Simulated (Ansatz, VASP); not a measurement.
**Two plane-wave programs on HfN**

```
Hf N
1.0
     3.09901    0.00000    0.00000
    -1.54951    2.68383    0.00000
     0.00000    0.00000    2.91300
Hf N
1 1
Direct
  0.00000 0.00000 0.00000
  0.66667 0.33333 0.50000
```

Alike in both runs: task single point; functional PBE; k mesh 14 × 14 × 12; occupations gaussian, width 0.05 eV; no spin polarisation.

|  | VASP | Ansatz |
| --- | --- | --- |
| version | VASP 6.6.1 | Ansatz 0.2.0 |
| potentials or method | VASP PAW PBE potentials, release 64 (Hf_pv, N), cutoff 600 eV | scalar-relativistic, plane waves, PAW |
| valence electrons in the cell | 15 | 31 |

VASP gave:

- pressure (GPa): -2.1
- traceless stress, the component that is largest in VASP (GPa): -0.36

Which values does Ansatz return?

Pressure (GPa): 0.0; traceless stress, the component that is largest in VASP (GPa): -0.01.

With one functional, cell and mesh, what is left measures potentials, basis and numerics. VASP's potentials hold 15 valence electrons a cell and Ansatz's 31, so a difference there can come from the potentials and not from the codes. Ansatz's warnings: stress scf threshold loose.

Spin-orbit coupling is off throughout.
